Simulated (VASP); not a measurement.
# Au: single point with PBE

Au:

```
CELL_PARAMETERS angstrom
0.00000 2.01482 2.04550
2.01482 0.00000 2.04550
2.01482 2.01482 0.00000
ATOMIC_POSITIONS crystal
Au 0.00000 0.00000 0.00000
```

This cell differs from its parent crystal: strain -0.015 along x and y, +0.000 along z.

```yaml
Program: VASP 6.6.1
Task: single point
Functional: PBE
Potentials_or_basis: VASP PAW PBE potentials, release 64 (Au)
Cutoff: 520 eV
k_mesh: 20 × 20 × 20
Occupations: gaussian, width 0.15 eV
Spin: no spin polarisation
Dipole_correction: no
Further_INCAR_settings: ALGO = Normal; EDIFF = 1e-06; NBANDS = 12
```

```json
{"Pressure": "13.6 GPa", "Band gap on the k mesh": "zero (an odd number of electrons rules out a gap without spin polarisation)"}
```

Stress tensor (GPa, compression positive):
```
13.84  0.00  0.00
 0.00 13.84  0.00
 0.00  0.00 13.23
```

Levels at points of the mesh, in eV from the Fermi level:
| k point | band 4 | band 5 | band 6 | band 7 | band 8 | band 9 |
| --- | --- | --- | --- | --- | --- | --- |
| (0.00, 0.00, 0.00) | -4.78 | -3.32 | -3.17 | 14.49 | 18.45 | 18.73 |
| (0.50, 0.00, 0.00) | -2.02 | -1.96 | -1.07 | 3.22 | 13.93 | 17.18 |
| (0.50, 0.50, 0.00) | -1.66 | -1.66 | 0.78 | 5.75 | 10.27 | 10.27 |
| (0.50, 0.00, 0.50) | -1.70 | -1.59 | 1.04 | 6.11 | 9.98 | 10.02 |

It took 3.9 min on 1 thread of Intel Xeon 8259CL (shared host), peak memory 0.25 GiB.

Caveat: the cell differs from its parent crystal (strain -0.015 along x and y, +0.000 along z); the cell stands under pressure; spin-orbit coupling is left out, which moves the levels of the heavy elements.
